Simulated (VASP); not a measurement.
A run of VASP 6.6.1 is set up as follows.

Contents of POSCAR:

```
BeTe
1.0
    0.0000000000      2.7154786823      2.9110173700
    2.7154786823      0.0000000000      2.9110173700
    2.7154786823      2.7154786823      0.0000000000
Be Te
1 1
Direct
    0.0000000000      0.0000000000      0.0000000000
    0.2500000000      0.2500000000      0.2500000000
```

File INCAR.step1:

```
  PREC = Accurate
  ENCUT = 500
  EDIFF = 1E-8
  ISMEAR = 0
  SIGMA = 0.01
  LREAL = F
  LASPH = T
  NELM = 60
  ALGO = Normal
  LWAVE = T
  LCHARG = F
  GGA = PE
```

INCAR.step2

```
  PREC = Accurate
  ENCUT = 500
  EDIFF = 1E-8
  ISMEAR = 0
  SIGMA = 0.01
  LREAL = F
  LASPH = T
  NELM = 1
  ALGO = Exact
  LWAVE = T
  LCHARG = F
  GGA = PE
  NBANDS = 183
  LOPTICS = T
  ISTART = 1
```

Contents of INCAR.step3:

```
  PREC = Accurate
  ENCUT = 500
  EDIFF = 1E-8
  ISMEAR = 0
  SIGMA = 0.01
  LREAL = F
  LASPH = T
  ALGO = EVGW0
  LWAVE = F
  LCHARG = F
  GGA = PE
  NELMGW = 1
  NBANDS = 183
  ENCUTGW = 150.0
  NOMEGA = 96
  PRECFOCK = Fast
  ISTART = 1
  NBANDSGW = 12
  OMEGAMAX = 20
```

Contents of KPOINTS:

```
regular mesh
0
Gamma
  4 4 4
```

Potentials or basis: VASP PAW PBE potentials, release 64 (Be_GW, Te_GW).

The run is started by

```sh
$ cat potpaw_PBE.64/Be_GW/POTCAR potpaw_PBE.64/Te_GW/POTCAR > POTCAR
$ cp INCAR.step1 INCAR
$ mpirun -np 1 vasp_std > vasp.out
$ cp INCAR.step2 INCAR
$ mpirun -np 1 vasp_std > vasp.out
$ cp INCAR.step3 INCAR
$ mpirun -np 1 vasp_std > vasp.out
```

Problem. Predict the quasiparticle gap.

Solution. 2.36 eV.

Problem. What does it give for the least direct quasiparticle gap?

Solution. 4.43 eV.

Problem. What does it give for the band gap of the starting levels on the mesh?

Solution. 1.56 eV.

Problem. What does it give for the least direct gap of the starting levels on the mesh?

Solution. 3.40 eV.

Caveat: the k points lie up to 0.49 Å⁻¹ apart; bands, screening cutoff and mesh are small and nothing is extrapolated, so the quasiparticle values aren't converged; spin-orbit coupling is left out, which moves the levels of the heavy elements.
